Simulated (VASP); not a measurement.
A run of VASP 6.6.1:

The input POSCAR:

```
MgO
1.0
    2.6376026588      0.0142535303      0.0142535303
    0.0142535303      2.6376026588      0.0142535303
    0.0142535303      0.0142535303      2.6376026588
Mg O
1 1
Direct
    0.0000000000      0.0000000000      0.0000000000
    0.5000000000      0.5000000000      0.5000000000
```

The input INCAR.step1:

```
ALGO     = Normal         # electronic algorithm
EDIFF    = 1E-5           # SCF threshold, eV
ENCUT    = 750            # plane-wave cutoff, eV
GGA      = PE             # functional
GGA_COMPAT= False        
ISMEAR   = 0              # smearing method
LASPH    = True           # aspherical terms in the spheres
LCHARG   = False          # write CHGCAR
LREAL    = False          # projectors in reciprocal space
LWAVE    = True           # write WAVECAR
NBANDS   = 15             # bands
NELM     = 120            # most SCF steps
PREC     = Accurate       # precision mode
SIGMA    = 0.01           # smearing width, eV
```

The input INCAR.step2:

```
ALGO     = Normal         # electronic algorithm
EDIFF    = 1E-6           # SCF threshold, eV
ENCUT    = 750            # plane-wave cutoff, eV
GGA_COMPAT= False        
ISIF     = 2              # what is computed and relaxed
ISMEAR   = 0              # smearing method
ISTART   = 1            
LASPH    = True           # aspherical terms in the spheres
LCHARG   = True           # write CHGCAR
LELF     = True           # ELF
LMIXTAU  = True         
LREAL    = False          # projectors in reciprocal space
LVHAR    = True         
LWAVE    = False          # write WAVECAR
METAGGA  = R2SCAN         # meta-GGA
NBANDS   = 15             # bands
NELM     = 120            # most SCF steps
PREC     = Accurate       # precision mode
SIGMA    = 0.01           # smearing width, eV
```

File KPOINTS:

```
k-points
0
Gamma
  10 10 10
```

Potentials or basis: VASP PAW PBE potentials, release 64 (Mg_sv, O).

The run is started by

```sh
$ cat potpaw_PBE.64/Mg_sv/POTCAR potpaw_PBE.64/O/POTCAR > POTCAR
$ cp INCAR.step1 INCAR
$ mpirun -np 1 vasp_std > vasp.out
$ cp INCAR.step2 INCAR
$ mpirun -np 1 vasp_std > vasp.out
```

Hardware: 1 thread of Intel(R) Xeon(R) Platinum 8259CL CPU @ 2.50GHz (Skylake/Cascade Lake) (shared host).

Task: How long does it take, and how much memory?

Result: Run time: 92 s on 1 thread of Intel(R) Xeon(R) Platinum 8259CL CPU @ 2.50GHz (Skylake/Cascade Lake), with other jobs on the host, peak memory 0.18 GiB. Counts: k points 116.
